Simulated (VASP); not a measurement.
Write the native input for VASP 6.6.1 that does the following.

| Item | Value |
| --- | --- |
| Task | relaxation of shape and atoms at fixed volume |
| Functional | PBE |
| Potentials or basis | VASP PAW PBE potentials, release 64 (Mn_pv, O) |
| Cutoff | 600 eV |
| k mesh | 6 × 6 × 8 |
| Occupations | gaussian, width 0.05 eV |
| Spin | collinear spin, antiferromagnetic start |
| Starting moments | [2.96, -2.96, 0.0, 0.0, 0.0, 0.0] μB |
| Hubbard terms | Mn d U = 3.9 eV |
| Dipole correction | no |
| Further INCAR settings | ALGO = Normal; EDIFF = 1e-07; IBRION = 2; EDIFFG = -0.01; NSW = 60; ISIF = 4 |

The structure of MnO2 lies in POSCAR:

```
MnO2
1.0
    4.4959938310     -0.0000041685      0.0000000000
   -0.0000041685      4.4959938310      0.0000000000
    0.0000000000      0.0000000000      2.9650492601
Mn O
2 4
Direct
    0.0000000000      0.0000000000      0.0000000000
    0.5000000000      0.5000000000      0.5000000000
    0.3064203166      0.3064203166      0.0000000000
    0.1935798592      0.8064201408      0.5000000000
    0.6935796834      0.6935796834      0.0000000000
    0.8064201408      0.1935798592      0.5000000000
```

One way to write it, as run:

INCAR

```
ALGO     = Normal         # electronic algorithm
EDIFF    = 1E-7           # SCF threshold, eV
EDIFFG   = -0.01          # ionic threshold
ENCUT    = 600            # plane-wave cutoff, eV
GGA      = PE             # functional
IBRION   = 2              # ionic algorithm
ISIF     = 4              # what is computed and relaxed
ISMEAR   = 0              # smearing method
ISPIN    = 2              # spin polarisation
KPAR     = 4            
LASPH    = True           # aspherical terms in the spheres
LCHARG   = False          # write CHGCAR
LDAU     = True           # DFT+U
LDAUJ    = 0 0          
LDAUL    = 2 -1           # shell
LDAUPRINT= 1            
LDAUTYPE = 2            
LDAUU    = 3.9 0          # U, eV
LMAXMIX  = 4              # l up to which the mixer works
LORBIT   = 11             # projections on sites
LREAL    = False          # projectors in reciprocal space
LWAVE    = False          # write WAVECAR
MAGMOM   = 2.96 -2.96 0 0 0 0 # initial moments
NELM     = 150            # most SCF steps
NSW      = 60             # ionic steps
PREC     = Accurate       # precision mode
SIGMA    = 0.05           # smearing width, eV
```

KPOINTS

```
k-points
0
Gamma
  6 6 8
```

Potentials or basis: VASP PAW PBE potentials, release 64 (Mn_pv, O).

Launch:

```sh
$ cat potpaw_PBE.64/Mn_pv/POTCAR potpaw_PBE.64/O/POTCAR > POTCAR
$ mpirun -np 4 vasp_std > vasp.out
```

It gave:

The energy gained by relaxing is 0.1 meV/atom. The ionic steps are 4 and the pressure after relaxing is -6.4 GPa. The largest force after relaxing is 0.004 eV/Å and the band gap on the k mesh is 0.06 eV. The net moment is 0.00 μB per cell and the site moments are Mn +3.04, -3.04; O -0.00, +0.00 (each value once) μB. The valence electrons inside the program's atomic spheres are Mn 11.50; O 5.00.

It took 3.9 min on 4 MPI ranks on Oxide Virtual Turin-like Processor (shared host), peak memory 0.28 GiB a rank.
